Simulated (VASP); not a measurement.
# Ge (Cmmm) in VASP: single point with PBE

Aim: the single point of Ge with PBE.

Everything below comes from runs of VASP 6.6.1. Logs are shortened: lines on timing, memory, paths and dates and some standing lists are left out, and cuts for length are marked.

## Step 1: The cell of the first run

It takes space group Cmmm (No. 65, orthorhombic). Conventional cell: a = 6.960 Å, b = 14.414 Å, c = 4.145 Å, α = 90.00°, β = 90.00°, γ = 90.00°. Within 3.3 Å of Ge (site symmetry m) lie 4 Ge at 2.54 to 2.57 Å. Within 3.3 Å of Ge (site symmetry m) lie 4 Ge at 2.54 to 2.56 Å.

## Step 2: Single point, PBE (25.99 Å³/atom)

INCAR

```
SYSTEM = Ge
PREC = Accurate
ENCUT = 520
EDIFF = 1E-6
ISMEAR = 0
SIGMA = 0.1
LREAL = .FALSE.
LASPH = .TRUE.
NELM = 60
ALGO = Fast
ISIF = 2
LWAVE = .FALSE.
LCHARG = .FALSE.
GGA = PE
NBANDS = 66
```

KPOINTS

```
regular mesh
0
G
  6 6 10
  0 0 0
```

POSCAR

```
Ge
1.0
    3.4802306419     -7.2069672271      0.0000000000
    3.4802306419      7.2069672271      0.0000000000
    0.0000000000      0.0000000000      4.1451428067
Ge
8
Direct
    0.1479386702      0.4832850569      0.0000000000
    0.8520613298      0.5167149431      0.0000000000
    0.5167149431      0.8520613298      0.0000000000
    0.4832850569      0.1479386702      0.0000000000
    0.9053629865      0.7277500706      0.5000000000
    0.0946370135      0.2722499294      0.5000000000
    0.2722499294      0.0946370135      0.5000000000
    0.7277500706      0.9053629865      0.5000000000
```

Potentials or basis: VASP PAW PBE potentials, release 64 (Ge_d).

Run with:

```console
$ cat potpaw_PBE.64/Ge_d/POTCAR > POTCAR
$ mpirun -np 1 vasp_std > vasp.out
```

OUTCAR:

```text
SYSTEM = Ge
   PREC = Accurate
   ENCUT = 520
   EDIFF = 1E-6
   ISMEAR = 0
   LREAL = .FALSE.
   LASPH = .TRUE.
   NELM = 60
   ISIF = 2
   GGA = PE

 ion  position               nearest neighbor table
   1  0.148  0.483  0.000-   6 2.54   6 2.54   2 2.54   3 2.57
   2  0.852  0.517  0.000-   5 2.54   5 2.54   1 2.54   4 2.57
   3  0.517  0.852  0.000-   8 2.54   8 2.54   4 2.54   1 2.57
   4  0.483  0.148  0.000-   7 2.54   7 2.54   3 2.54   2 2.57
   5  0.905  0.728  0.500-   2 2.54   2 2.54   7 2.55   8 2.56
   6  0.095  0.272  0.500-   1 2.54   1 2.54   8 2.55   7 2.56
   7  0.272  0.095  0.500-   4 2.54   4 2.54   5 2.55   6 2.56
   8  0.728  0.905  0.500-   3 2.54   3 2.54   6 2.55   5 2.56

  LATTYP: Found a base centered orthorhombic cell.
 ALAT       =     6.9604612838
 B/A-ratio  =     2.0708303468
 C/A-ratio  =     0.5955270258

  Lattice vectors:

 A1 = (   3.4802306419,  -7.2069672271,   0.0000000000)
 A2 = (   3.4802306419,   7.2069672271,   0.0000000000)
 A3 = (   0.0000000000,   0.0000000000,   4.1451428067)

Analysis of symmetry for initial positions (statically):
=====================================================================
 Subroutine PRICEL returns:
 Original cell was already a primitive cell.

 Routine SETGRP: Setting up the symmetry group for a
 base centered orthorhombic supercell.

 Subroutine GETGRP returns: Found  8 space group operations
 (whereof  8 operations were pure point group operations)
 out of a pool of  8 trial point group operations.

The static configuration has the point symmetry D_2h.

Analysis of symmetry for dynamics (positions and initial velocities):
=====================================================================
 Subroutine PRICEL returns:
 Original cell was already a primitive cell.

 Routine SETGRP: Setting up the symmetry group for a
 base centered orthorhombic supercell.

 Subroutine GETGRP returns: Found  8 space group operations
 (whereof  8 operations were pure point group operations)
 out of a pool of  8 trial point group operations.

The dynamic configuration has the point symmetry D_2h.

 Subroutine INISYM returns: Found  8 space group operations
 (whereof  8 operations are pure point group operations),
 and found     1 'primitive' translations

[... 106 lines left out ...]
   EDIFF  = 0.1E-05   stopping-criterion for ELM
   LREAL  =      F    real-space projection
   EDIFFG = 0.1E-04   stopping-criterion for IOM
   NSW    =      0    number of steps for IOM
   IBRION =     -1    ionic relax: 0-MD 1-quasi-New 2-CG
   NFREE  =      0    steps in history (QN), initial steepest desc. (CG)
   ISIF   =      2    stress and relaxation
   ISYM   =      2    0-nonsym 1-usesym 2-fastsym
   POTIM  = 0.5000    time-step for ionic-motion
   TEBEG  =    0.0;   TEEND  =   0.0 temperature during run
   PSTRESS=    0.0 pullay stress
   NELECT =     112.0000    total number of electrons
   NUPDOWN=      -1.0000    fix difference up-down
   EMIN   =  10.00;   EMAX   =-10.00  energy-range for DOS
   EFERMI =   0.00;   METHOD = LEGACY
   ISMEAR =     0;   SIGMA  =   0.10  broadening in eV -4-tet -1-fermi 0-gaus
   EFERMI_NEDOS =   21; number of points for ismear=-14 and -15
   IALGO  =     68    algorithm
   IMIX   =      4    mixing-type and parameters
     AMIX     =   0.40;   BMIX     =  1.00
     AMIX_MAG =   1.60;   BMIX_MAG =  1.00
  volume/ion in A,a.u.               =      25.99       175.40
  Fermi-wavevector in a.u.,A,eV,Ry     =   1.332000  2.517115 24.139775  1.774223
  Thomas-Fermi vector in A             =   2.460968
   LORBIT       =      0    0 simple, 1 ext, 2 COOP (PROOUT), +10 PAW based schemes
   GGA     = PE    functional components
   LHFCALC =     F    Hartree Fock is set to
   AEXX    =    0.0000 exact exchange contribution
   IVDW    =     0    specifies the selected vdW correction
   LEPSILON=     F    determine dielectric tensor
   LRPA    =     F    only Hartree local field effects (RPA)
 non-spin polarized calculation
 RMM-DIIS sequential band-by-band and
 Gauss-broadening in eV      SIGMA  =   0.10
  energy-cutoff  :      520.00
  volume of cell :      207.94
 maximum number of plane-waves:      5622
   NGX = 29   NGY = 29   NGZ = 15

 number of electron     112.0000062 magnetization

 Free energy of the ion-electron system (eV)
  ---------------------------------------------------
  ext. energy  EPLUGINS =         0.00000000
  ---------------------------------------------------
  free energy    TOTEN  =       -35.59680798 eV

  energy without entropy =      -35.59564061  energy(sigma->0) =      -35.59622430

 E-fermi :   3.7774     XC(G=0):  -9.2403

 val. band max:        3.7056456796   @ k =   0.5000   0.5000   0.0000
 cond. band min:       3.7999436883   @ k =   0.5000   0.5000   0.0000
 fundamental gap:      0.0942980087
 Fermi energy:         3.7773597828

 k-point     1 :       0.0000    0.0000    0.0000
  band No.  band energies     occupation
      1     -20.9849      2.00000
      2     -20.9713      2.00000
      3     -20.9636      2.00000
      4     -20.9561      2.00000
      5     -20.9512      2.00000
      6     -20.9429      2.00000
[... 1645 lines left out ...]
     65       7.7850      0.00000
     66       7.9326      0.00000

 [... further k-points ...]

------------------------ aborting loop because EDIFF is reached ----------------------------------------

  FORCE on cell =-STRESS in cart. coord.  units (eV):
  Direction    XX          YY          ZZ          XY          YZ          ZX
  --------------------------------------------------------------------------------------
  -------------------------------------------------------------------------------------
  Total       -3.7254423     -3.7568160     -3.7472097     -0.0000000      0.0000000      0.0000000
  in kB      -28.7050529    -28.9467917    -28.8727740     -0.0000000      0.0000000      0.0000000
  external PRESSURE =     -28.8415395 kB  Pullay stress =       0.0000000 kB

 VOLUME and BASIS-vectors are now :
 -----------------------------------------------------------------------------
  energy-cutoff  :      520.00
  volume of cell :      207.94
      direct lattice vectors                 reciprocal lattice vectors
     3.480230642 -7.206967227  0.000000000     0.143668639 -0.069377310  0.000000000
     3.480230642  7.206967227  0.000000000     0.143668639  0.069377310  0.000000000
     0.000000000  0.000000000  4.145142807     0.000000000  0.000000000  0.241246212

 POSITION                                       TOTAL-FORCE (eV/Angst)
 -----------------------------------------------------------------------------------
      2.19680      2.41683      0.00000         0.001441     -0.001069      0.000000
      4.76366     -2.41683      0.00000        -0.001441      0.001069     -0.000000
      4.76366      2.41683      0.00000        -0.001441     -0.001069     -0.000000
      2.19680     -2.41683      0.00000         0.001441      0.001069      0.000000
      5.68361     -1.28005      2.07257        -0.004750     -0.001490      0.000000
      1.27685      1.28005      2.07257         0.004750      0.001490      0.000000
      1.27685     -1.28005      2.07257         0.004750     -0.001490      0.000000
      5.68361      1.28005      2.07257        -0.004750      0.001490      0.000000
 -----------------------------------------------------------------------------------
    total drift:                                0.000000      0.000000      0.000000

  FREE ENERGIE OF THE ION-ELECTRON SYSTEM (eV)
  ---------------------------------------------------
  free  energy   TOTEN  =       -35.5968079790 eV

  energy  without entropy=      -35.5956406112  energy(sigma->0) =      -35.59622430
```

OSZICAR:

```text
N       E                     dE             d eps       ncg     rms          rms(c)
DAV:   1     0.136715457635E+04    0.13672E+04   -0.52732E+04 12286   0.449E+03
DAV:   2     0.237900645262E+03   -0.11293E+04   -0.10965E+04 10296   0.111E+03
DAV:   3    -0.105654214432E+02   -0.24847E+03   -0.23861E+03 10770   0.266E+02
DAV:   4    -0.349462048660E+02   -0.24381E+02   -0.23754E+02 11898   0.883E+01
DAV:   5    -0.358424412020E+02   -0.89624E+00   -0.89001E+00 11448   0.188E+01    0.558E+00
RMM:   6    -0.356748683834E+02    0.16757E+00   -0.31144E-01 12402   0.347E+00    0.331E+00
RMM:   7    -0.355833042843E+02    0.91564E-01   -0.28224E-01 12718   0.297E+00    0.300E-01
RMM:   8    -0.355932849354E+02   -0.99807E-02   -0.60039E-02 14566   0.144E+00    0.183E-01
RMM:   9    -0.355957563485E+02   -0.24714E-02   -0.13260E-02 15461   0.577E-01    0.173E-01
RMM:  10    -0.355967870473E+02   -0.10307E-02   -0.19843E-03 13516   0.239E-01    0.649E-02
RMM:  11    -0.355967791979E+02    0.78494E-05   -0.68265E-04 12900   0.152E-01    0.154E-02
RMM:  12    -0.355968021997E+02   -0.23002E-04   -0.20675E-04 15367   0.733E-02    0.613E-03
RMM:  13    -0.355968061712E+02   -0.39715E-05   -0.32700E-05 13408   0.258E-02    0.248E-03
RMM:  14    -0.355968075469E+02   -0.13757E-05   -0.56179E-06  9369   0.112E-02    0.132E-03
RMM:  15    -0.355968079790E+02   -0.43204E-06   -0.20430E-06  7908   0.810E-03
   1 F= -.35596808E+02 E0= -.35596224E+02  d E =-.116737E-02
```

Wall time 30 min (1 thread of Oxide Virtual Turin-like, shared host); peak memory 0.76 GiB.

Results:

```yaml
Free_energy: -35.5968 eV
Pressure: -2.9 GPa
Largest_force: 0.005 eV/Å
Band_gap_on_the_k_mesh: zero (filled and empty bands touch)
```

Forces in eV/Å, atoms in the order of the input:
```
Ge   0.001 -0.001  0.000
Ge  -0.001  0.001  0.000
Ge  -0.001 -0.001  0.000
Ge   0.001  0.001  0.000
Ge  -0.005 -0.001  0.000
Ge   0.005  0.001  0.000
Ge   0.005 -0.001  0.000
Ge  -0.005  0.001  0.000
```

Levels at points of the mesh, in eV from the Fermi level:
```
           k point  band 54  band 55  band 56  band 57  band 58  band 59
(0.00, 0.00, 0.00)    -0.83    -0.67    -0.55     0.17     0.56     1.13
(0.50, 0.00, 0.00)    -1.42    -1.15    -0.94     0.58     1.07     1.15
(0.50, 0.50, 0.00)    -0.96    -0.07     0.02     0.02     0.59     1.07
(0.00, 0.00, 0.50)    -2.46    -1.36    -1.24     1.39     1.39     2.61
(0.50, 0.00, 0.50)    -2.10    -1.90    -1.30     0.51     0.76     1.30
(0.50, 0.50, 0.50)    -2.30    -2.24    -2.18     0.70     0.93     2.16
```

Caveat: semilocal functionals underestimate gaps, so a narrow gap can read as zero.
